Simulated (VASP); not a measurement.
# LiHF2 (R-3m) in VASP: notebook, part 3 of 3

VASP 6.6.1. The steps go on from the part before.

## Step 5: Vibrations by perturbation theory, PBEsol

This run uses another cell than the first one, of 8.48 Å³/atom.

INCAR

```
PREC = Accurate ; ENCUT = 520
EDIFF = 1E-8 ; ISMEAR = 0
SIGMA = 0.01 ; LREAL = False
LASPH = True ; NELM = 100
ALGO = Normal ; ISIF = 2
LWAVE = False ; LCHARG = False
GGA = PS ; NBANDS = 17
IBRION = 8 ; NSW = 1
```

KPOINTS

```
Automatic mesh
0
Gamma
  8 8 8
```

POSCAR

```
LiHF2
1.0
    1.4955276471      0.8634432896      4.3795877372
   -1.4955276471      0.8634432896      4.3795877372
    0.0000000000     -1.7268865793      4.3795877372
Li H F
1 1 2
Direct
    0.0000000000      0.0000000000      0.0000000000
    0.5000000000      0.5000000000      0.5000000000
    0.4131272606      0.4131272606      0.4131272606
    0.5868727394      0.5868727394      0.5868727394
```

Potentials or basis: VASP PAW PBE potentials, release 64 (Li_sv, H, F).

On the command line:

```console
cat potpaw_PBE.64/Li_sv/POTCAR potpaw_PBE.64/H/POTCAR potpaw_PBE.64/F/POTCAR > POTCAR
mpirun -np 1 vasp_std > vasp.out
```

OUTCAR:

```text
PREC = Accurate
   ENCUT = 520
   EDIFF = 1E-8
   ISMEAR = 0
   LREAL = False
   LASPH = True
   NELM = 100
   ISIF = 2
   GGA = PS
   IBRION = 8
   NSW = 1

 ion  position               nearest neighbor table
   1  0.000  0.000  0.000-   4 2.02   3 2.02   4 2.02   4 2.02   3 2.02   3 2.02
   2  0.500  0.500  0.500-   3 1.14   4 1.14
   3  0.413  0.413  0.413-   2 1.14   1 2.02   1 2.02   1 2.02
   4  0.587  0.587  0.587-   2 1.14   1 2.02   1 2.02   1 2.02

  LATTYP: Found a trigonal (rhomboedric) cell.
 ALAT       =     4.7077516933
 COS(alpha) =     0.7981671786

  Lattice vectors:

 A1 = (   1.4955276471,   0.8634432896,   4.3795877372)
 A2 = (  -1.4955276471,   0.8634432896,   4.3795877372)
 A3 = (   0.0000000000,  -1.7268865793,   4.3795877372)

Analysis of symmetry for initial positions (statically):
=====================================================================
 Subroutine PRICEL returns:
 Original cell was already a primitive cell.

 Routine SETGRP: Setting up the symmetry group for a
 trigonal (rhombohedral) supercell.

 Subroutine GETGRP returns: Found 12 space group operations
 (whereof 12 operations were pure point group operations)
 out of a pool of 12 trial point group operations.

The static configuration has the point symmetry D_3d.

Analysis of symmetry for dynamics (positions and initial velocities):
=====================================================================
 Subroutine PRICEL returns:
 Original cell was already a primitive cell.

 Routine SETGRP: Setting up the symmetry group for a
 trigonal (rhombohedral) supercell.

 Subroutine GETGRP returns: Found 12 space group operations
 (whereof 12 operations were pure point group operations)
 out of a pool of 12 trial point group operations.

The dynamic configuration has the point symmetry D_3d.

 Subroutine INISYM returns: Found 12 space group operations
 (whereof 12 operations are pure point group operations),
 and found     1 'primitive' translations

----------------------------------------------------------------------------------------

                                     Primitive cell

  volume of cell :      33.9323

  direct lattice vectors                    reciprocal lattice vectors
[... 637 lines left out ...]
  in kB       -4.9137549     -4.9137549      4.0403249      0.0000000     -0.0000000      0.0000000
  external PRESSURE =      -1.9290617 kB  Pullay stress =       0.0000000 kB

 VOLUME and BASIS-vectors are now :
 -----------------------------------------------------------------------------
  energy-cutoff  :      520.00
  volume of cell :       33.93
      direct lattice vectors                 reciprocal lattice vectors
     1.495527647  0.863443290  4.379587737     0.334330162  0.193025609  0.076110665
    -1.495527647  0.863443290  4.379587737    -0.334330162  0.193025609  0.076110665
     0.000000000 -1.726886579  4.379587737     0.000000000 -0.386051218  0.076110665

 POSITION                                       TOTAL-FORCE (eV/Angst)
 -----------------------------------------------------------------------------------
      0.00000      0.00000      0.00000         0.000000      0.000000      0.000000
      0.00000     -0.00000      6.56938         0.000000      0.000000      0.000000
      0.00000     -0.00000      5.42798         0.000000      0.000000     -0.062495
      0.00000     -0.00000      7.71078         0.000000     -0.000000      0.062495
 -----------------------------------------------------------------------------------
    total drift:                               -0.000000     -0.000000      0.000000

  FREE ENERGIE OF THE ION-ELECTRON SYSTEM (eV)
  ---------------------------------------------------
  free  energy   TOTEN  =       -18.6039042899 eV

  energy  without entropy=      -18.6039042899  energy(sigma->0) =      -18.60390429

[... ionic steps 2 to 9 ...]

--------------------------------------- Ionic step       10  -------------------------------------------

------------------------ aborting loop because EDIFF is reached ----------------------------------------

[... ionic steps 11 to 11 ...]

--------------------------------------- Ionic step       12  -------------------------------------------

 Free energy of the ion-electron system (eV)
  ---------------------------------------------------
  ---------------------------------------------------
  free energy    TOTEN  =        -0.54539129 eV

  energy without entropy =       -0.54539129

------------------------ aborting loop because EDIFF is reached ----------------------------------------

 INTERNAL STRAIN TENSOR  FOR ION    3  DIRECTION 3   (eV/Angst):
 -----------------------------------------------------------------------------
    -1.99351  0.00000  0.00000
    -0.00000 -1.99351 -0.00000
     0.00000 -0.00000 25.59597

 INTERNAL STRAIN TENSOR FOR ION    4 for displacements in x,y,z  (eV/Angst):
          X           Y           Z          XY          YZ          ZX
  --------------------------------------------------------------------------------
  x     0.00000     0.00000     0.00000     0.02503    -0.00000     1.96370
  y     0.02503    -0.02503     0.00000     0.00000     1.50686     0.00000
  z     1.99351     1.99351   -25.59597     0.00000     0.00000     0.00000

 SECOND DERIVATIVES (NOT SYMMETRIZED)
 ------------------------------------
               1X          1Y          1Z          2X          2Y          2Z          3X          3Y          3Z          4X          4Y          4Z
  1X    -1.948189    0.000000    0.000000    0.019431    0.000000   -0.000000    0.964379    0.000000    0.000000    0.964379    0.000000    0.000000
  1Y    -0.000000   -1.948189    0.000000    0.000000    0.019431   -0.000000    0.000000    0.964379    0.000000    0.000000    0.964379    0.000000
  1Z     0.000000    0.000000   -3.811100    0.000000   -0.000000    4.237994    0.000000    0.000000   -0.213447    0.000000    0.000000   -0.213447
  2X     0.011141    0.000000    0.000000   -4.552204    0.000000    0.000000    2.270531    0.000000    0.000000    2.270531    0.000000    0.000000
  2Y     0.000000    0.011141   -0.000000    0.000000   -4.552204    0.000000    0.000000    2.270531   -0.000000    0.000000    2.270531   -0.000000
  2Z     0.000000   -0.000000    4.248059    0.000000    0.000000  -11.485887    0.000000   -0.000000    3.618914    0.000000   -0.000000    3.618914
  3X     0.944040    0.000000   -0.000000    2.271427    0.000000    0.000000   -2.449213    0.000000    0.000000   -0.766254    0.000000   -0.000000
  3Y     0.000000    0.944040    0.000000    0.000000    2.271427   -0.000000    0.000000   -2.449213    0.000000    0.000000   -0.766254   -0.000000
  3Z     0.000000    0.000000   -0.196089    0.000000   -0.000000    3.626157    0.000000    0.000000  -17.640128    0.000000   -0.000000   14.210060
  4X     0.944040    0.000000   -0.000000    2.271427    0.000000    0.000000   -0.766254    0.000000   -0.000000   -2.449213    0.000000    0.000000
  4Y     0.000000    0.944040    0.000000    0.000000    2.271427   -0.000000    0.000000   -0.766254   -0.000000    0.000000   -2.449213    0.000000
  4Z     0.000000    0.000000   -0.196089    0.000000   -0.000000    3.626157    0.000000   -0.000000   14.210060    0.000000    0.000000  -17.640128

 Eigenvectors and eigenvalues of the dynamical matrix
 ----------------------------------------------------

   1 f  =   53.776439 THz   337.887329 2PiTHz 1793.788909 cm-1   222.401380 meV
             X         Y         Z           dx          dy          dz
      0.000000  0.000000  0.000000     0.000000    0.000000   -0.140067
      0.000000 -0.000000  6.569382     0.000000   -0.000000    0.985113
      0.000000 -0.000000  5.427981    -0.000000    0.000000   -0.070478
      0.000000 -0.000000  7.710782    -0.000000    0.000000   -0.070478
[... 71 lines left out ...]
  12 f/i=    0.040844 THz     0.256632 2PiTHz    1.362419 cm-1     0.168918 meV
             X         Y         Z           dx          dy          dz
      0.000000  0.000000  0.000000     0.341571    0.180144   -0.000000
      0.000000 -0.000000  6.569382     0.130792    0.068980   -0.000000
      0.000000 -0.000000  5.427981     0.569476    0.300340   -0.000000
      0.000000 -0.000000  7.710782     0.569476    0.300340   -0.000000

--------------------------------------------------------------------------------------------------------

 ELASTIC MODULI CONTR FROM IONIC RELAXATION (kBar)
 Direction    XX          YY          ZZ          XY          YZ          ZX
 --------------------------------------------------------------------------------
 XX         -11.8180    -11.7477    151.2882      0.0000     -2.1167      0.0000
 YY         -11.7477    -11.8180    151.2882      0.0000      2.1167      0.0000
 ZZ         151.2882    151.2882  -1942.4914     -0.0000      0.0000     -0.0000
 XY           0.0000      0.0000     -0.0000     -0.0352     -0.0000     -2.7585
 YZ          -2.1167      2.1167      0.0000     -0.0000   -127.4083     -0.0000
 ZX           0.0000      0.0000     -0.0000     -2.7585     -0.0000   -216.3730
 --------------------------------------------------------------------------------
```

stdout:

```text
POSCAR found type information on POSCAR LiH F
 POSCAR found :  3 types and       4 ions
 scaLAPACK will be used
 -----------------------------------------------------------------------------
|                                                                             |
|                                                                             |
|     You enforced a specific xc type in the INCAR file but a different       |
[... 22 lines left out ...]
 Linear response progress:
 first order change of Fermi-energy  -0.13827E-04
 force on displaced ion       2 direction 3 :   0.000   0.000 -11.486
 Linear response progress:
 first order change of Fermi-energy  -0.19001E-01
 force on displaced ion       3 direction 1 :  -2.449   0.000  -0.000
 Linear response progress:
 first order change of Fermi-energy  -0.30219E-01
 force on displaced ion       3 direction 3 :   0.000   0.000 -17.640
 Linear response finished
```

It took 40 min on 1 thread of Oxide Virtual Turin-like, shared host; peak memory 0.44 GiB.

Results:

```yaml
Highest_phonon_frequency_at_Γ_LO-TO_splitting_left_out: 1794 cm⁻¹
```

Phonon frequencies in cm⁻¹ (negative: imaginary):
| q point | frequencies |
| --- | --- |
| (0.000, 0.000, 0.000) | -1 -1 -1 155 155 298 298 320 675 1127 1127 1794 |

Caveat: the cutoff is under 1.25 times the usual one of these potentials, so pressure, stress and relaxed cells hold a basis-set (Pulay) error; the PAW data sets were made with another functional, which shifts forces and pressure a little.
